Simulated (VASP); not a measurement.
Set up this calculation in VASP 6.6.1, as the native input.

```
Task                   : single point
Functional             : r2SCAN
Potentials or basis    : VASP PAW PBE potentials, release 64 (Si)
Cutoff                 : 520 eV
k mesh                 : 22 × 22 × 22
Occupations            : gaussian, width 0.1 eV
Spin                   : no spin polarisation
Dipole correction      : no
Further INCAR settings : ALGO = Normal; EDIFF = 1e-06; NBANDS = 8
```

Si:

```xyz
1
Lattice="2.5259 0.0000 0.0000 0.0000 2.5259 0.0000 0.0000 0.0000 2.5259" Properties=species:S:1:pos:R:3 pbc="T T T"
Si    0.0000    0.0000    0.0000
```

This isn't the form of Si at room conditions, which is diamond.

The input as run:

POSCAR

```
Si
1.0
    2.5259493409      0.0000000000      0.0000000000
    0.0000000000      2.5259493409      0.0000000000
    0.0000000000      0.0000000000      2.5259493409
Si
1
Direct
    0.0000000000      0.0000000000      0.0000000000
```

INCAR.step1

```
SYSTEM = Si
PREC = Accurate
ENCUT = 520
ISMEAR = 0
SIGMA = 0.1
LREAL = .False.
LASPH = .True.
NELM = 80
NBANDS = 8
GGA = PE
ALGO = Normal
EDIFF = 1E-4
LWAVE = .True.
LCHARG = .False.
```

INCAR.step2

```
SYSTEM = Si
PREC = Accurate
ENCUT = 520
EDIFF = 1E-6
ISMEAR = 0
SIGMA = 0.1
LREAL = .False.
LASPH = .True.
NELM = 80
ALGO = Normal
ISIF = 2
LWAVE = .False.
LCHARG = .False.
METAGGA = R2SCAN
LMIXTAU = .True.
NBANDS = 8
ISTART = 1
```

KPOINTS

```
regular mesh
0
Gamma
  22 22 22
  0 0 0
```

Potentials or basis: VASP PAW PBE potentials, release 64 (Si).

Run with:

```sh
$ cat potpaw_PBE.64/Si/POTCAR > POTCAR
$ cp INCAR.step1 INCAR
$ mpirun -np 1 vasp_std > vasp.out
$ cp INCAR.step2 INCAR
$ mpirun -np 1 vasp_std > vasp.out
```

Results of the run:

```
Pressure               : -0.1 GPa
Band gap on the k mesh : zero (bands 2 and 3 overlap by 10.95 eV)
```

Caveat: the PAW data sets were made with another functional, which shifts forces and pressure a little.

Run time: 67 s on 1 thread of AMD EPYC 9R45 96-Core Processor (Zen 5), on a shared host, peak memory 0.12 GiB.
